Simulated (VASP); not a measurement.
A run of VASP 6.6.1 is set up as follows.

Contents of POSCAR:

```
CdS
1.0
    4.1848456476      0.0000000000      0.0000000000
   -2.0924228238      3.6241826417      0.0000000000
    0.0000000000      0.0000000000      5.8301463098
Cd S
1 1
Direct
    0.0000000000      0.0000000000      0.4382514285
    0.6666666667      0.3333333333      0.4387485715
```

File INCAR.step1:

```
PREC = Accurate ; ENCUT = 520
EDIFF = 1E-5 ; ISMEAR = -1
SIGMA = 0.05 ; LREAL = F
LASPH = T ; NELM = 100
ALGO = Normal ; ISIF = 2
LWAVE = T ; NBANDS = 16
GGA = PE
```

INCAR.step2

```
PREC = Accurate ; ENCUT = 520
EDIFF = 1E-6 ; ISMEAR = -1
SIGMA = 0.05 ; LREAL = F
LASPH = T ; NELM = 100
ALGO = Normal ; ISIF = 2
LWAVE = F ; LCHARG = T
GGA = PS ; LHFCALC = T
AEXX = 0.25 ; HFSCREEN = 0.207
PRECFOCK = Normal ; LELF = T
LVHAR = T ; NBANDS = 16
ISTART = 1
```

KPOINTS

```
Automatic mesh
0
Gamma
  4 4 3
```

Potentials or basis: VASP PAW PBE potentials, release 64 (Cd, S).

Command:

```bash
$ cat potpaw_PBE.64/Cd/POTCAR potpaw_PBE.64/S/POTCAR > POTCAR
$ cp INCAR.step1 INCAR
$ mpirun -np 1 vasp_std > vasp.out
$ cp INCAR.step2 INCAR
$ mpirun -np 1 vasp_std > vasp.out
```

Q: Estimate the band gap on the k mesh.

A: 2.56 eV.

Q: Estimate the pressure.

A: 0.2 GPa.

Stress tensor (GPa, compression positive):
```
0.31 0.00 0.00
0.00 0.31 0.00
0.00 0.00 0.02
```

Caveat: the k points lie up to 0.43 Å⁻¹ apart; the PAW data sets were made with another functional, which shifts forces and pressure a little; an odd mesh through Γ misses points on the zone boundary, where band edges can lie.
